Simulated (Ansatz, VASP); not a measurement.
# Two plane-wave programs on Te

The input INCAR:

```
ALGO = Normal ; EDIFF = 1E-7
ENCUT = 520 ; GGA = PS
ISIF = 2 ; ISMEAR = -1
LASPH = T ; LCHARG = F
LREAL = F ; LWAVE = F
NBANDS = 16 ; NELM = 60
PREC = Accurate ; SIGMA = 0.05
```

File KPOINTS:

```
k-points
0
Gamma
  7 7 5
```

POSCAR

```
Te
1.0
    3.8455900958     -2.1624295219      0.0000000000
    3.8455900958      2.1624295219      0.0000000000
   -0.0949153283      0.0000000000      6.0156685658
Te
3
Direct
    0.0000000000      0.0000000000      0.0000000000
    0.3094466100      0.3094466100      0.3388094900
    0.6905533900      0.6905533900      0.6611905100
```

Contents of input.yaml:

```yaml
crystal:
  lattice:
    - [3.8455900958, -2.1624295219, 0.0]
    - [3.8455900958, 2.1624295219, 0.0]
    - [-0.0949153283, 0.0, 6.0156685658]
  atoms:
    - { symbol: Te, position: [0.0, 0.0, 0.0] }
    - { symbol: Te, position: [0.30944661, 0.30944661, 0.33880949] }
    - { symbol: Te, position: [0.69055339, 0.69055339, 0.66119051] }
hamiltonian:
  xc: pbesol
  pseudopotentials: { kind: paw }
kpoints:
  mp_grid: { grid: [7, 7, 5] }
scf:
  occupations: { method: fermi_dirac, width: 0.05 }
output:
  forces: true
  stress: true
  eigenvalues: true
  write_density: true
  write_potential: true
  elf: true
  volumetric_format: npy
```

Alike in both runs: task single point; functional PBEsol; k mesh 7 × 7 × 5; occupations fermi-dirac, width 0.05 eV; no spin polarisation.

```csv
,VASP,Ansatz
version,VASP 6.6.1,Ansatz 0.2.0
potentials or method,"VASP PAW PBE potentials, release 64 (Te)",Ansatz PAW
plane-wave cutoff (eV),520,420
valence electrons in the cell,18,48
```

Ansatz gave:

| Item | Value |
| --- | --- |
| pressure (GPa) | -2.8 |
| traceless stress, the component that is largest in VASP (GPa) | -0.39 |
| rms of the force components (eV/Å) | 0.017 |

What did VASP give for the same quantities?

Pressure (GPa): -2.7; traceless stress, the component that is largest in VASP (GPa): -0.38; rms of the force components (eV/Å): 0.020.

VASP's potentials were made for PBE, not for PBEsol. Atom by atom the forces differ by 0.004 eV/Å (rms over components). VASP's potentials hold 18 valence electrons a cell and Ansatz's 48, so a difference there can come from the potentials and not from the codes.

Spin-orbit coupling is off throughout.
